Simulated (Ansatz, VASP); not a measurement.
**Two plane-wave programs on Ba**

INCAR

```
SYSTEM = Ba
ALGO = Normal
EDIFF = 1E-6
ENCUT = 520
GGA = PE
ISIF = 2
ISMEAR = -1
LASPH = .TRUE.
LCHARG = .TRUE.
LELF = .TRUE.
LREAL = .FALSE.
LVHAR = .TRUE.
LWAVE = .FALSE.
NBANDS = 11
NELM = 80
PREC = Accurate
SIGMA = 0.08
```

KPOINTS

```
k-points
0
G
  11 11 11
  0 0 0
```

POSCAR

```
Ba
1.0
   -2.2928562214      2.2928562214      2.2928562214
    2.2928562214     -2.2928562214      2.2928562214
    2.2928562214      2.2928562214     -2.2928562214
Ba
1
Direct
    0.0000000000      0.0000000000      0.0000000000
```

Input for Ansatz:

```yaml
crystal:
  lattice:
    - [-2.2928562214, 2.2928562214, 2.2928562214]
    - [2.2928562214, -2.2928562214, 2.2928562214]
    - [2.2928562214, 2.2928562214, -2.2928562214]
  atoms:
    - { symbol: Ba, position: [0.0, 0.0, 0.0] }
kpoints:
  mp_grid: { grid: [11, 11, 11] }
scf:
  occupations: { method: fermi_dirac, width: 0.08 }
hamiltonian:
  xc: pbe
  pseudopotentials: { kind: paw }
output:
  forces: true
  stress: true
  eigenvalues: true
  populations: true
  write_density: true
  write_potential: true
  elf: true
  volumetric_format: npy
```

Change from the starting cell: volume scaled by 0.76, PAW files.

Alike in both runs: task single point; functional PBE; k mesh 11 × 11 × 11; occupations fermi-dirac, width 0.08 eV; no spin polarisation.

```csv
,VASP,Ansatz
version,VASP 6.6.1,Ansatz 0.2.0
potentials or method,"VASP PAW PBE potentials, release 64 (Ba_sv)","PAW with Ansatz's default frozen-core files, scalar-relativistic"
plane-wave cutoff (eV),520,420
valence electrons in the cell,10,10
```

```tsv
	VASP	Ansatz	Ansatz less VASP
pressure (GPa)	3.7	3.4	-0.23
```

Spin-orbit coupling is off throughout.
